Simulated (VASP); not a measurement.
# Co (P6_3/mmc) in VASP: further runs

Co is run at these levels: PBEsol; tasks: electric field gradients.

Everything below comes from runs of VASP 6.6.1. Logs are shortened: lines on timing, memory, paths and dates and some standing lists are left out, and cuts for length are marked.

### 1 The cell of the first run

It takes space group P6_3/mmc (No. 194, hexagonal). Conventional cell: a = 2.595 Å, b = 2.595 Å, c = 4.091 Å, α = 90.00°, β = 90.00°, γ = 120.00°. Within 3.3 Å of Co (site symmetry -6m2) lie 12 Co at 2.54 to 2.59 Å.

### 2 Electric field gradients, PBEsol, collinear spin, ferromagnetic start (equal xx and yy strain of +3 %)

The input, INCAR:

```
SYSTEM = Co
PREC     = Accurate       ! precision mode
ENCUT    = 520            ! plane-wave cutoff, eV
EDIFF    = 1E-8           ! SCF threshold, eV
ISMEAR   = -1             ! smearing method
SIGMA    = 0.05           ! smearing width, eV
LREAL    = .FALSE.        ! projectors in reciprocal space
LASPH    = .TRUE.         ! aspherical terms in the spheres
NELM     = 150            ! most SCF steps
ALGO     = Normal         ! electronic algorithm
ISIF     = 2              ! what is computed and relaxed
LWAVE    = .FALSE.        ! write WAVECAR
LCHARG   = .FALSE.        ! write CHGCAR
ISPIN    = 2              ! spin polarisation
MAGMOM   = 2 2            ! initial moments
LORBIT   = 11             ! projections on sites
LMAXMIX  = 4              ! l up to which the mixer works
GGA      = PS             ! functional
LEFG     = .TRUE.       
NBANDS   = 20             ! bands
```

The input, KPOINTS:

```
regular mesh
0
G
  19 19 10
  0 0 0
```

The input, POSCAR:

```
Co
1.0
    2.5945708955      0.0000000000      0.0000000000
   -1.2972854477      2.2469643074      0.0000000000
    0.0000000000      0.0000000000      4.0910000000
Co
2
Direct
    0.3333333333      0.6666666667      0.2500000000
    0.6666666667      0.3333333333      0.7500000000
```

Potentials or basis: VASP PAW PBE potentials, release 64 (Co).

Run with:

```
$ cat potpaw_PBE.64/Co/POTCAR > POTCAR
$ mpirun -np 1 vasp_std > vasp.out
```

OUTCAR:

```text
SYSTEM = Co
   PREC = Accurate
   ENCUT = 520
   EDIFF = 1E-8
   ISMEAR = -1
   LREAL = .FALSE.
   LASPH = .TRUE.
   NELM = 150
   ISIF = 2
   ISPIN = 2
   LORBIT = 11
   GGA = PS

 ion  position               nearest neighbor table
   1  0.333  0.667  0.250-   2 2.54   2 2.54   2 2.54   2 2.54   2 2.54   2 2.54
   2  0.667  0.333  0.750-   1 2.54   1 2.54   1 2.54   1 2.54   1 2.54   1 2.54

  LATTYP: Found a hexagonal cell.
 ALAT       =     2.5945708955
 C/A-ratio  =     1.5767539854

  Lattice vectors:

 A1 = (   2.5945708955,   0.0000000000,   0.0000000000)
 A2 = (  -1.2972854477,   2.2469643074,   0.0000000000)
 A3 = (   0.0000000000,   0.0000000000,   4.0910000000)

Analysis of symmetry for initial positions (statically):
=====================================================================
 Subroutine PRICEL returns:
 Original cell was already a primitive cell.

 Routine SETGRP: Setting up the symmetry group for a
 hexagonal supercell.

 Subroutine GETGRP returns: Found 24 space group operations
 (whereof 12 operations were pure point group operations)
 out of a pool of 24 trial point group operations.

The static configuration has the point symmetry D_3d.
 The point group associated with its full space group is D_6h.

Analysis of symmetry for dynamics (positions and initial velocities):
=====================================================================
 Subroutine PRICEL returns:
 Original cell was already a primitive cell.

 Routine SETGRP: Setting up the symmetry group for a
 hexagonal supercell.

 Subroutine GETGRP returns: Found 24 space group operations
 (whereof 12 operations were pure point group operations)
 out of a pool of 24 trial point group operations.

The dynamic configuration has the point symmetry D_3d.
 The point group associated with its full space group is D_6h.

Analysis of structural, dynamic, and magnetic symmetry:
=====================================================================
 Subroutine PRICEL returns:
 Original cell was already a primitive cell.

 Routine SETGRP: Setting up the symmetry group for a
 hexagonal supercell.

 Subroutine GETGRP returns: Found 24 space group operations
 (whereof 12 operations were pure point group operations)
 out of a pool of 24 trial point group operations.

The overall configuration has the point symmetry D_3d.
 The point group associated with its full space group is D_6h.

 Subroutine INISYM returns: Found 24 space group operations
 (whereof 12 operations are pure point group operations),
 and found     1 'primitive' translations

----------------------------------------------------------------------------------------

                                     Primitive cell

  volume of cell :      23.8502

  direct lattice vectors                    reciprocal lattice vectors
     2.594570895  0.000000000  0.000000000     0.385420187  0.222522449  0.000000000
    -1.297285448  2.246964307  0.000000000     0.000000000  0.445044898  0.000000000
     0.000000000  0.000000000  4.091000000     0.000000000  0.000000000  0.244439012

  length of vectors
     2.594570895  2.594570895  4.091000000     0.445044898  0.445044898  0.244439012

  position of ions in fractional coordinates (direct lattice)
     0.333333333  0.666666667  0.250000000
     0.666666667  0.333333333  0.750000000

  ion indices of the primitive-cell ions
   primitive index   ion index
                 1           1
                 2           2

----------------------------------------------------------------------------------------

 KPOINTS: regular mesh

Automatic generation of k-mesh.
 Grid dimensions read from file:
 generate k-points for:   19   19   10

[... 56 lines left out ...]
   ICHARG =      2    charge: 1-file 2-atom 10-const
   ISPIN  =      2    spin polarized calculation?
   LNONCOLLINEAR =      F non collinear calculations
   LSORBIT =      F    spin-orbit coupling
   LASPH  =      T    aspherical Exc in radial PAW
   ENCUT  =  520.0 eV  38.22 Ry    6.18 a.u.   4.82  4.82  7.61*2*pi/ulx,y,z
   NELM   =    150;   NELMIN=  2; NELMDL= -5     # of ELM steps
   EDIFF  = 0.1E-07   stopping-criterion for ELM
   LREAL  =      F    real-space projection
   EDIFFG = 0.1E-06   stopping-criterion for IOM
   NSW    =      0    number of steps for IOM
   IBRION =     -1    ionic relax: 0-MD 1-quasi-New 2-CG
   NFREE  =      0    steps in history (QN), initial steepest desc. (CG)
   ISIF   =      2    stress and relaxation
   ISYM   =      2    0-nonsym 1-usesym 2-fastsym
   POTIM  = 0.5000    time-step for ionic-motion
   TEBEG  =    0.0;   TEEND  =   0.0 temperature during run
   PSTRESS=    0.0 pullay stress
   NELECT =      18.0000    total number of electrons
   NUPDOWN=      -1.0000    fix difference up-down
   EMIN   =  10.00;   EMAX   =-10.00  energy-range for DOS
   EFERMI =   0.00;   METHOD = LEGACY
   ISMEAR =    -1;   SIGMA  =   0.05  broadening in eV -4-tet -1-fermi 0-gaus
   EFERMI_NEDOS =   21; number of points for ismear=-14 and -15
   IALGO  =     38    algorithm
   IMIX   =      4    mixing-type and parameters
     AMIX     =   0.40;   BMIX     =  1.00
     AMIX_MAG =   1.60;   BMIX_MAG =  1.00
  volume/ion in A,a.u.               =      11.93        80.47
  Fermi-wavevector in a.u.,A,eV,Ry     =   1.490511  2.816658 30.227028  2.221624
  Thomas-Fermi vector in A             =   2.603284
   LORBIT       =     11    0 simple, 1 ext, 2 COOP (PROOUT), +10 PAW based schemes
   GGA     = PS    functional components
   LHFCALC =     F    Hartree Fock is set to
   AEXX    =    0.0000 exact exchange contribution
   IVDW    =     0    specifies the selected vdW correction
   LEPSILON=     F    determine dielectric tensor
   LRPA    =     F    only Hartree local field effects (RPA)
 spin polarized calculation
  energy-cutoff  :      520.00
  volume of cell :       23.85
 maximum number of plane-waves:       665
 NGX is ok and might be reduce to    20
   NGX =  9   NGY =  9   NGZ = 15

 number of electron      18.0000010 magnetization       3.3252757

 Free energy of the ion-electron system (eV)
  ---------------------------------------------------
  ext. energy  EPLUGINS =         0.00000000
  ---------------------------------------------------
  free energy    TOTEN  =       -15.19270977 eV

  energy without entropy =      -15.17715479  energy(sigma->0) =      -15.18493228

 E-fermi :   8.7956     XC(G=0): -13.0275

 val. band max:        8.7937903430   @ k =   0.0526   0.0526   0.2000
 cond. band min:       8.7990374005   @ k =   0.1579   0.1579   0.0000
 fundamental gap:      0.0052470575
 Fermi energy:         8.7955953183

 spin component 1

 k-point     1 :       0.0000    0.0000    0.0000
  band No.  band energies     occupation
      1       0.3804      1.00000
      2       4.0951      1.00000
      3       6.3218      1.00000
      4       6.3218      1.00000
      5       6.4228      1.00000
      6       6.6131      1.00000
[... 541 lines left out ...]
     19      30.3956      0.00000
     20      31.5831      0.00000

 [... further k-points ...]

 spin component 2

 k-point     1 :       0.0000    0.0000    0.0000
  band No.  band energies     occupation
      1       0.4134      1.00000
      2       5.1084      1.00000
      3       8.0037      1.00000
      4       8.0037      1.00000
      5       8.1206      1.00000
      6       8.3508      0.99986
[... 541 lines left out ...]
     19      30.7321      0.00000
     20      31.9528      0.00000

 [... further k-points ...]
[... 5 lines left out ...]
  --------------------------------------------------------------------------------------
  -------------------------------------------------------------------------------------
  Total       -3.9049113     -3.9049113     -3.1808775     -0.0000000      0.0000000      0.0000000
  in kB     -262.3194875   -262.3194875   -213.6812055     -0.0000000      0.0000000      0.0000000
  external PRESSURE =    -246.1067269 kB  Pullay stress =       0.0000000 kB

 VOLUME and BASIS-vectors are now :
 -----------------------------------------------------------------------------
  energy-cutoff  :      520.00
  volume of cell :       23.85
      direct lattice vectors                 reciprocal lattice vectors
     2.594570895  0.000000000  0.000000000     0.385420187  0.222522449  0.000000000
    -1.297285448  2.246964307  0.000000000     0.000000000  0.445044898  0.000000000
     0.000000000  0.000000000  4.091000000     0.000000000  0.000000000  0.244439012

 POSITION                                       TOTAL-FORCE (eV/Angst)
 -----------------------------------------------------------------------------------
     -0.00000      1.49798      1.02275         0.000000     -0.000000      0.000000
      1.29729      0.74899      3.06825        -0.000000      0.000000     -0.000000
 -----------------------------------------------------------------------------------
    total drift:                               -0.000000     -0.000000     -0.000000

  FREE ENERGIE OF THE ION-ELECTRON SYSTEM (eV)
  ---------------------------------------------------
  free  energy   TOTEN  =       -15.1927097713 eV

  energy  without entropy=      -15.1771547877  energy(sigma->0) =      -15.18493228

 Electric field gradients (V/A^2)
---------------------------------------------------------------------
 ion       V_xx      V_yy      V_zz      V_xy      V_xz      V_yz
---------------------------------------------------------------------
   1       5.221     5.224   -10.446     0.003     0.000    -0.000
   2       5.221     5.224   -10.446     0.003    -0.000     0.000
---------------------------------------------------------------------

 Electric field gradients after diagonalization (V/A^2)
 (convention: |V_zz| > |V_xx| > |V_yy|)
----------------------------------------------------------------------
 ion       V_xx      V_yy      V_zz     asymmetry (V_yy - V_xx)/ V_zz
----------------------------------------------------------------------
   1       5.226     5.220   -10.446       0.001
   2       5.226     5.220   -10.446       0.001
----------------------------------------------------------------------

           NMR quadrupolar parameters

 Cq : quadrupolar parameter    Cq=e*Q*V_zz/h
 eta: asymmetry parameters     (V_yy - V_xx)/ V_zz
 Q  : nuclear electric quadrupole moment in mb (millibarn)
----------------------------------------------------------------------
 ion       Cq(MHz)       eta       Q (mb)
----------------------------------------------------------------------
   1      -0.025       0.001       1.000
   2      -0.025       0.001       1.000
----------------------------------------------------------------------

 total charge

# of ion       s       p       d       tot
------------------------------------------
    1        0.452   0.448   7.204   8.104
    2        0.452   0.448   7.204   8.104
--------------------------------------------------
tot          0.905   0.895  14.408  16.208

 magnetization (x)

# of ion       s       p       d       tot
------------------------------------------
    1       -0.014  -0.050   1.761   1.696
    2       -0.014  -0.050   1.761   1.696
--------------------------------------------------
tot         -0.028  -0.101   3.522   3.392
```

Wall time 3.2 min (1 thread of Intel Xeon Platinum 8259CL at 2.50GHz (Skylake/Cascade Lake), shared host); peak memory 0.26 GiB.

Results:

| Property | Result |
| --- | --- |
| Free energy | -15.1927 eV |
| Pressure | -24.6 GPa |
| Net moment | 3.33 μB per cell |
| Site moments | Co +1.70 μB |
| Valence electrons inside the program's atomic spheres | Co 8.10 |

Electric field gradients, principal values (V/Å²):
| atom | least | middle | greatest (by size) |
| --- | --- | --- | --- |
| 1 Co | 5.220 | 5.226 | -10.446 |
| 2 Co | 5.220 | 5.226 | -10.446 |

Caveat: the cell differs from its parent crystal (equal xx and yy strain of +3 %); without QUAD_EFG the Cq values of the log hold for a quadrupole moment of 1 mb, not for the nuclei; the PAW data sets were made with another functional, which shifts forces and pressure a little.

[end of part 1 of 2]
